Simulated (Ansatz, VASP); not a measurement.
Two plane-wave programs on CaH

```
Ca H
1.0
     0.00000    2.59170    2.59170
     2.59170    0.00000    2.59170
     2.59170    2.59170    0.00000
Ca H
1 1
Direct
  0.00000 0.00000 0.00000
  0.50000 0.50000 0.50000
```

Alike in both runs: task relaxation of cell and atoms; functional PBE; k mesh 18 × 18 × 18; occupations gaussian, width 0.1 eV; no spin polarisation.

|  | VASP | Ansatz |
| --- | --- | --- |
| version | VASP 6.6.1 | Ansatz 0.2.0 |
| potentials or method | VASP PAW PBE potentials, release 64 (Ca_sv, H), cutoff 600 eV | scalar-relativistic, plane waves, PAW |
| valence electrons in the cell | 11 | 11 |

```tsv
	VASP	Ansatz	Ansatz less VASP
gap on the k mesh at the Fermi level, each at its own relaxed structure (eV)	none	none	-
relaxed volume (Å³/atom)	17.08	17.03	-0.057
relaxed length of the cell vector where the two differ most in proportion (Å)	3.642	3.638	-0.0040
```

A gap of «none» marks a metal or a gap that the smearing closes.
